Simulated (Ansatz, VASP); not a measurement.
# AlCdCl2: VASP beside Ansatz

```
Al Cd Cl
1.0
    -1.77324    1.77324    8.23465
     1.77324   -1.77324    8.23465
     1.77324    1.77324   -8.23465
Al Cd Cl
1 1 2
Cartesian
  1.7732 0.0000 4.1173
  0.0000 0.0000 8.2346
  0.0000 1.7732 5.9538
  0.0000 1.7732 2.2808
```

Alike in both runs: functional PBE; k mesh 6 × 6 × 6; occupations gaussian, width 0.1 eV; no spin polarisation.

Ansatz relaxed the structure, and its values are those at the end. VASP's run is a single point on that final structure, the one shown.

|  | VASP | Ansatz |
| --- | --- | --- |
| version | VASP 6.6.1 | Ansatz 0.2.0 |
| potentials or method | VASP PAW PBE potentials, release 64 (Al, Cd, Cl), cutoff 520 eV | scalar-relativistic, plane waves, PAW |
| valence electrons in the cell | 29 | 37 |

Ansatz gave:

```
gap on the k mesh at the Fermi level (eV) : none
pressure (GPa)                            : 0.0
rms of the force components (eV/Å)        : 0.010
```

Question: Which values does VASP return?

Answer: gap on the k mesh at the Fermi level (eV): none; pressure (GPa): 0.0; rms of the force components (eV/Å): 0.003.

A gap of «none» marks a metal or a gap that the smearing closes. The functional is the same, so the differences come from potentials, cutoffs and numerics. VASP's potentials hold 29 valence electrons a cell and Ansatz's 37, so a difference there can come from the potentials and not from the codes.

The k mesh is coarse, so the values compare programs but aren't converged.
